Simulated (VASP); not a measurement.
# Ti4C in VASP: relaxation of the atoms with PBEsol

Aim: the relaxation of the atoms of Ti4C with PBEsol.

Everything below comes from runs of VASP 6.6.1. Logs are shortened: lines on timing, memory, paths and dates and some standing lists are left out, and cuts for length are marked.

### Step 1. The cell of the first run

The cell holds a slab with vacuum, 5 atoms: a = 2.868 Å, b = 4.055 Å, c = 19.605 Å, α = 90.00°, β = 90.00°, γ = 90.00°.

### Step 2. Relaxation of the atoms, PBEsol

INCAR reads:

```
SYSTEM = Ti4C
ALGO     = Normal         ! electronic algorithm
DIPOL    = 0.5 0.5 0.337
EDIFF    = 1E-7           ! SCF threshold, eV
EDIFFG   = -0.025         ! ionic threshold
ENCUT    = 520            ! plane-wave cutoff, eV
GGA      = PS             ! functional
GGA_COMPAT= .False.      
IBRION   = 2              ! ionic algorithm
IDIPOL   = 3            
ISIF     = 2              ! what is computed and relaxed
ISMEAR   = 0              ! smearing method
KPAR     = 4            
LASPH    = .True.         ! aspherical terms in the spheres
LCHARG   = .False.        ! write CHGCAR
LDIPOL   = .True.       
LREAL    = .False.        ! projectors in reciprocal space
LWAVE    = .False.        ! write WAVECAR
NELM     = 120            ! most SCF steps
NELMDL   = -8           
NELMIN   = 4            
NSW      = 36             ! ionic steps
PREC     = Accurate       ! precision mode
SIGMA    = 0.1            ! smearing width, eV
```

KPOINTS reads:

```
k-points
0
Gamma
  9 7 1
  0 0 0
```

POSCAR reads:

```
Ti4C
1.0
    2.8676282151      0.0000000000      0.0000000000
    0.0000000000      4.0554387137      0.0000000000
    0.0000000000      0.0000000000     19.6054200203
Ti C
4 1
Selective dynamics
Direct
    0.5000000000      0.5000000000      0.2040252132  F F F
    0.0000000000      0.0000000000      0.2771587704  F F F
    0.5000000000      0.5000000000      0.3434213386  F F F
    0.0000000000      0.0000000000      0.4134275120  F F F
    0.1666666667      0.5000000000      0.4450514200  F F T
```

Potentials or basis: VASP PAW PBE potentials, release 64 (Ti_sv, C).

Run with:

```
$ cat potpaw_PBE.64/Ti_sv/POTCAR potpaw_PBE.64/C/POTCAR > POTCAR
$ mpirun -np 4 vasp_std > vasp.out
```

OUTCAR:

```text
SYSTEM = Ti4C
   EDIFF = 1E-7
   EDIFFG = -0.025
   ENCUT = 520
   GGA = PS
   IBRION = 2
   ISIF = 2
   ISMEAR = 0
   LASPH = .True.
   LREAL = .False.
   NELM = 120
   NELMDL = -8
   NELMIN = 4
   NSW = 36
   PREC = Accurate

 ion  position               nearest neighbor table
   1  0.500  0.500  0.204-   3 2.73   2 2.87   2 2.87   2 2.87   2 2.87
   2  0.000  0.000  0.277-   4 2.67   3 2.80   3 2.80   3 2.80   3 2.80   1 2.87   1 2.87   1 2.87
                             1 2.87
   3  0.500  0.500  0.343-   5 2.21   1 2.73   2 2.80   2 2.80   2 2.80   2 2.80   4 2.84   4 2.84
                             4 2.84   4 2.84
   4  0.000  0.000  0.413-   5 2.17   5 2.17   2 2.67   3 2.84   3 2.84   3 2.84   3 2.84
   5  0.167  0.500  0.445-   4 2.17   4 2.17   3 2.21

  LATTYP: Found a simple orthorhombic cell.
 ALAT       =     2.8676282151
 B/A-ratio  =     1.4142135624
 C/A-ratio  =     6.8368067789

  Lattice vectors:

 A1 = (   2.8676282151,   0.0000000000,   0.0000000000)
 A2 = (   0.0000000000,   4.0554387137,   0.0000000000)
 A3 = (   0.0000000000,   0.0000000000,  19.6054200203)

Analysis of symmetry for initial positions (statically):
=====================================================================
 Subroutine PRICEL returns:
 Original cell was already a primitive cell.

 Routine SETGRP: Setting up the symmetry group for a
 simple orthorhombic supercell.

 Subroutine GETGRP returns: Found  2 space group operations
 (whereof  2 operations were pure point group operations)
 out of a pool of  8 trial point group operations.

The static configuration has the point symmetry C_1h.

Analysis of symmetry for dynamics (positions and initial velocities):
=====================================================================
 Subroutine PRICEL returns:
 Original cell was already a primitive cell.

 Routine SETGRP: Setting up the symmetry group for a
 simple orthorhombic supercell.

 Subroutine GETGRP returns: Found  2 space group operations
 (whereof  2 operations were pure point group operations)
 out of a pool of  8 trial point group operations.

The dynamic configuration has the point symmetry C_1h.

Analysis of constrained symmetry for selective dynamics:
=====================================================================
 Subroutine PRICEL returns:
 Original cell was already a primitive cell.

 Routine SETGRP: Setting up the symmetry group for a
 simple orthorhombic supercell.

 Subroutine GETGRP returns: Found  2 space group operations
 (whereof  2 operations were pure point group operations)
 out of a pool of  8 trial point group operations.

The constrained configuration has the point symmetry C_1h.

 Subroutine INISYM returns: Found  2 space group operations
 (whereof  2 operations are pure point group operations),
 and found     1 'primitive' translations

----------------------------------------------------------------------------------------

                                     Primitive cell

  volume of cell :     228.0010

  direct lattice vectors                    reciprocal lattice vectors
     2.867628215  0.000000000  0.000000000     0.348720240  0.000000000  0.000000000
     0.000000000  4.055438714  0.000000000     0.000000000  0.246582447  0.000000000
     0.000000000  0.000000000 19.605420020     0.000000000  0.000000000  0.051006303

  length of vectors
     2.867628215  4.055438714 19.605420020     0.348720240  0.246582447  0.051006303

  position of ions in fractional coordinates (direct lattice)
     0.500000000  0.500000000  0.204025213
     0.000000000  0.000000000  0.277158770
     0.500000000  0.500000000  0.343421339
     0.000000000  0.000000000  0.413427512
     0.166666667  0.500000000  0.445051420

  ion indices of the primitive-cell ions
   primitive index   ion index
                 1           1
                 2           2
                 3           3
                 4           4
                 5           5

----------------------------------------------------------------------------------------

 KPOINTS: k-points

Automatic generation of k-mesh.
 Grid dimensions read from file:
 generate k-points for:    9    7    1

 Generating k-lattice:

  Cartesian coordinates                     Fractional coordinates (reciprocal lattice)
     0.038746693  0.000000000  0.000000000     0.111111111  0.000000000  0.000000000
     0.000000000  0.035226064  0.000000000     0.000000000  0.142857143  0.000000000
     0.000000000  0.000000000  0.051006303     0.000000000  0.000000000  1.000000000

  Length of vectors
     0.038746693  0.035226064  0.051006303

  Shift w.r.t. Gamma in fractional coordinates (k-lattice)
     0.000000000  0.000000000  0.000000000

 Subroutine IBZKPT returns following result:
 ===========================================

 Found     20 irreducible k-points:

 Following reciprocal coordinates:
            Coordinates               Weight
  0.000000  0.000000  0.000000      1.000000
  0.111111  0.000000  0.000000      2.000000
  0.222222  0.000000  0.000000      2.000000
  0.333333  0.000000  0.000000      2.000000
  0.444444  0.000000  0.000000      2.000000
  0.000000  0.142857  0.000000      2.000000
[... 12 lines left out ...]
  0.333333  0.428571  0.000000      4.000000
  0.444444  0.428571  0.000000      4.000000
   k-points           NKPTS =     20   k-points in BZ     NKDIM =     20   number of bands    NBANDS=     31
   number of dos      NEDOS =    301   number of ions     NIONS =      5
   total plane-waves  NPLWV = 108000
   dimension x,y,z NGX =    24 NGY =   30 NGZ =  150
   dimension x,y,z NGXF=    48 NGYF=   60 NGZF=  300
   ions per type =               4   1
   NGX,Y,Z   is equivalent  to a cutoff of  13.91, 12.30, 12.72 a.u.
   NGXF,Y,Z  is equivalent  to a cutoff of  27.83, 24.60, 25.44 a.u.
 SYSTEM =  Ti4C
   PREC   = accura    normal or accurate (medium, high low for compatibility)
   ISTART =      0    job   : 0-new  1-cont  2-samecut
   ICHARG =      2    charge: 1-file 2-atom 10-const
   ISPIN  =      1    spin polarized calculation?
   LNONCOLLINEAR =      F non collinear calculations
   LSORBIT =      F    spin-orbit coupling
   LASPH  =      T    aspherical Exc in radial PAW
   ENCUT  =  520.0 eV  38.22 Ry    6.18 a.u.   5.33  7.54 36.45*2*pi/ulx,y,z
   NELM   =    120;   NELMIN=  4; NELMDL= -8     # of ELM steps
   EDIFF  = 0.1E-06   stopping-criterion for ELM
   LREAL  =      F    real-space projection
   EDIFFG = -.3E-01   stopping-criterion for IOM
   NSW    =     36    number of steps for IOM
   IBRION =      2    ionic relax: 0-MD 1-quasi-New 2-CG
   NFREE  =      1    steps in history (QN), initial steepest desc. (CG)
   ISIF   =      2    stress and relaxation
   ISYM   =      2    0-nonsym 1-usesym 2-fastsym
   POTIM  = 0.5000    time-step for ionic-motion
   TEBEG  =    0.0;   TEEND  =   0.0 temperature during run
   PSTRESS=    0.0 pullay stress
   NELECT =      52.0000    total number of electrons
   NUPDOWN=      -1.0000    fix difference up-down
   EMIN   =  10.00;   EMAX   =-10.00  energy-range for DOS
   EFERMI =   0.00;   METHOD = LEGACY
   ISMEAR =     0;   SIGMA  =   0.10  broadening in eV -4-tet -1-fermi 0-gaus
   EFERMI_NEDOS =   21; number of points for ismear=-14 and -15
   IALGO  =     38    algorithm
   IMIX   =      4    mixing-type and parameters
     AMIX     =   0.40;   BMIX     =  1.00
     AMIX_MAG =   1.60;   BMIX_MAG =  1.00
  volume/ion in A,a.u.               =      45.60       307.73
  Fermi-wavevector in a.u.,A,eV,Ry     =   1.000223  1.890148 13.611905  1.000447
  Thomas-Fermi vector in A             =   2.132566
   LORBIT       =      0    0 simple, 1 ext, 2 COOP (PROOUT), +10 PAW based schemes
   GGA     = PS    functional components
   LHFCALC =     F    Hartree Fock is set to
   AEXX    =    0.0000 exact exchange contribution
   IVDW    =     0    specifies the selected vdW correction
   LEPSILON=     F    determine dielectric tensor
   LRPA    =     F    only Hartree local field effects (RPA)
 conjugate gradient relaxation of ions
 non-spin polarized calculation
 Gauss-broadening in eV      SIGMA  =   0.10
  energy-cutoff  :      520.00
  volume of cell :      228.00
 maximum number of plane-waves:      6177
 NGX is ok and might be reduce to    24
   NGX = 11   NGY = 15   NGZ = 73

 dipolmoment           0.000000      0.000000     -0.112723 electrons x Angstroem

--------------------------------------- Ionic step        1  -------------------------------------------

 number of electron      52.0000016 magnetization

 Free energy of the ion-electron system (eV)
  ---------------------------------------------------
  ext. energy  EPLUGINS =         0.00000000
  ---------------------------------------------------
  free energy    TOTEN  =       -39.01347021 eV

  energy without entropy =      -38.98558390  energy(sigma->0) =      -38.99952705

------------------------ aborting loop because EDIFF is reached ----------------------------------------

  FORCE on cell =-STRESS in cart. coord.  units (eV):
  Direction    XX          YY          ZZ          XY          YZ          ZX
  --------------------------------------------------------------------------------------
  -------------------------------------------------------------------------------------
  Total       -0.7917852     -7.5095547     -0.9322977      0.0000000      0.0000000      0.6160743
  in kB       -5.5639232    -52.7701015     -6.5513134      0.0000000      0.0000000      4.3291920
  external PRESSURE =     -21.6284460 kB  Pullay stress =       0.0000000 kB
[... 104 lines left out ...]
--------------------------------------- Ionic step        4  -------------------------------------------

 number of electron      52.0000015 magnetization

 dipolmoment           0.000000      0.000000      0.085475 electrons x Angstroem

 Free energy of the ion-electron system (eV)
  ---------------------------------------------------
  ext. energy  EPLUGINS =         0.00000000
  ---------------------------------------------------
  free energy    TOTEN  =       -39.44544446 eV

  energy without entropy =      -39.41314028  energy(sigma->0) =      -39.42929237

 E-fermi :  -0.0392     XC(G=0):  -4.7290

 val. band max:       -0.0618366481   @ k =   0.1111   0.4286   0.0000
 cond. band min:      -0.0199957176   @ k =   0.0000   0.1429   0.0000
 fundamental gap:      0.0418409305
 Fermi energy:        -0.0392387655

 k-point     1 :       0.0000    0.0000    0.0000
  band No.  band energies     occupation
      1     -56.7311      2.00000
      2     -56.6088      2.00000
      3     -56.2200      2.00000
      4     -56.0834      2.00000
      5     -33.2300      2.00000
      6     -33.1621      2.00000
[... 669 lines left out ...]
     30       1.0458      0.00000
     31       1.3066      0.00000

------------------------ aborting loop because EDIFF is reached ----------------------------------------

 vacuum level on the upper side and lower side of the slab       (xc-potential included)         0.594        -0.781

  FORCE on cell =-STRESS in cart. coord.  units (eV):
  Direction    XX          YY          ZZ          XY          YZ          ZX
  --------------------------------------------------------------------------------------
  -------------------------------------------------------------------------------------
  Total        1.4193344     -5.9776651      3.3030301      0.0000000      0.0000000     -0.7859080
  in kB        9.9737495    -42.0054191     23.2105952      0.0000000      0.0000000     -5.5226240
  external PRESSURE =      -2.9403581 kB  Pullay stress =       0.0000000 kB
[... 20 lines left out ...]
  FREE ENERGIE OF THE ION-ELECTRON SYSTEM (eV)
  ---------------------------------------------------
  free  energy   TOTEN  =       -39.4454444556 eV

  energy  without entropy=      -39.4131402815  energy(sigma->0) =      -39.42929237

 reached required accuracy - stopping structural energy minimisation

 vacuum level on the upper side and lower side of the slab         4.660         3.246
```

Wall time 2.9 min (4 MPI ranks of AMD EPYC 9R45 (Zen 5), shared host); peak memory 0.38 GiB.

What came out:

```yaml
Free_energy: -39.4454 eV
Energy_gained_by_relaxing: 86.4 meV/atom
Ionic_steps: 4
Band_gap_on_the_k_mesh: zero (bands 26 and 27 overlap by 0.37 eV)
```

The path:
```csv
step,energy change (eV),largest force on free atoms (eV/Å),pressure (GPa)
1,0.0000,2.5272,-2.16
2,-0.2625,1.7354,-1.54
3,-0.4318,0.0570,-0.24
4,-0.4320,0.0149,-0.29
```

Final structure:
```xyz
5
Lattice="2.8676 0.0000 0.0000 0.0000 4.0554 0.0000 0.0000 0.0000 19.6054" Properties=species:S:1:pos:R:3 pbc="T T T"
Ti    1.4338    2.0277    4.0000
Ti    0.0000    0.0000    5.4338
Ti    1.4338    2.0277    6.7329
Ti    0.0000    0.0000    8.1054
C     0.4779    2.0277    8.4222
```

Caveat: the PAW data sets were made with another functional, which shifts forces and pressure a little.

The gap in the log of VASP goes by the Fermi energy; the results here count the filled bands.